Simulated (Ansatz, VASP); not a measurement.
## CoO in VASP and in Ansatz

The input INCAR:

```
PREC = Accurate
ENCUT = 520
EDIFF = 1E-7
ISMEAR = 0
SIGMA = 0.05
LREAL = F
LASPH = T
NELM = 150
ALGO = Normal
ISIF = 2
LWAVE = F
LCHARG = T
ISPIN = 2
MAGMOM = 2 -2 0 0
LORBIT = 11
LMAXMIX = 4
GGA = PE
LELF = T
LVHAR = T
NBANDS = 27
```

The input KPOINTS:

```
Automatic mesh
0
Gamma
  7 4 7
```

Contents of POSCAR:

```
CoO
1.0
    1.4281496200      2.4736276900      0.0000000000
   -4.2844488400      2.4736276900      0.0000000000
    0.0000000000      0.0000000000      2.7876065300
Co O
2 2
Direct
    0.0000000000      0.0000000000      0.0000000000
    0.5000000000      0.5000000000      0.0000000000
    0.5000000000      0.8333333333      0.5000000000
    0.0000000000      0.3333333333      0.5000000000
```

File input.yaml:

```yaml
crystal:
  lattice:
    - [1.42814962, 2.47362769, 0.0]
    - [-4.28444884, 2.47362769, 0.0]
    - [0.0, 0.0, 2.78760653]
  atoms:
    - { symbol: Co, position: [0.0, 0.0, 0.0], spin: 2.0 }
    - { symbol: Co, position: [0.5, 0.5, 0.0], spin: -2.0 }
    - { symbol: O, position: [0.5, 0.8333333333, 0.5] }
    - { symbol: O, position: [0.0, 0.3333333333, 0.5] }
hamiltonian:
  xc: pbe
  pseudopotentials: { kind: paw }
magnetization:
  spin_polarized: true
kpoints:
  mp_grid: { grid: [7, 4, 7] }
scf:
  occupations: { method: gaussian, width: 0.05 }
output:
  forces: true
  stress: true
  eigenvalues: true
```

Alike in both runs: task single point; functional PBE; k mesh 7 × 4 × 7; occupations gaussian, width 0.05 eV; collinear spin.

|  | VASP | Ansatz |
| --- | --- | --- |
| version | VASP 6.6.1 | Ansatz 0.2.0 |
| potentials or method | VASP PAW PBE potentials, release 64 (Co, O) | Ansatz PAW |
| plane-wave cutoff (eV) | 520 | 420 |
| valence electrons in the cell | 30 | 46 |

```tsv
	VASP	Ansatz	Ansatz less VASP
gap on the k mesh at the Fermi level (eV)	none	none	-
pressure (GPa)	-8.4	-8.1	+0.36
traceless stress, the component that is largest in VASP (GPa)	-5.76	-5.54	+0.217
rms of the force components (eV/Å)	0.029	0.025	-0.0038
net moment per atom (μB)	0.00	0.00	0.000
size of the moment on the site where the two differ most (μB)	2.35	2.30	-0.046
```

Site moments also hang on the region over which each program counts them. Atom by atom the forces differ by 0.004 eV/Å (rms over components). A gap of «none» marks a metal or a gap that the smearing closes. VASP's potentials hold 30 valence electrons a cell and Ansatz's 46, so a difference there can come from the potentials and not from the codes.
